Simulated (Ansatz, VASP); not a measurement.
LiF in VASP and in Ansatz

```
CELL_PARAMETERS angstrom
0.00000 2.20351 2.20351
2.20351 0.00000 2.20351
2.20351 2.20351 0.00000
ATOMIC_POSITIONS crystal
Li 0.00000 0.00000 0.00000
F 0.25000 0.25000 0.25000
```

Alike in both runs: task single point; functional PBE; k mesh 8 × 8 × 8; no spin polarisation.

|  | VASP | Ansatz |
| --- | --- | --- |
| version | VASP 6.6.1 | Ansatz 0.2.0 |
| potentials or method | VASP PAW PBE potentials, release 64 (Li_sv, F) | plane waves, PAW |
| plane-wave cutoff (eV) | 520 | 420 |
| occupations | gaussian, width 0.01 eV | fixed |
| valence electrons in the cell | 10 | 10 |

|  | VASP | Ansatz | Ansatz less VASP |
| --- | --- | --- | --- |
| gap on the k mesh at the Fermi level (eV) | 7.49 | 7.50 | +0.010 |

Noted on VASP's run: the cutoff is short for stress, so the pressure is rough.
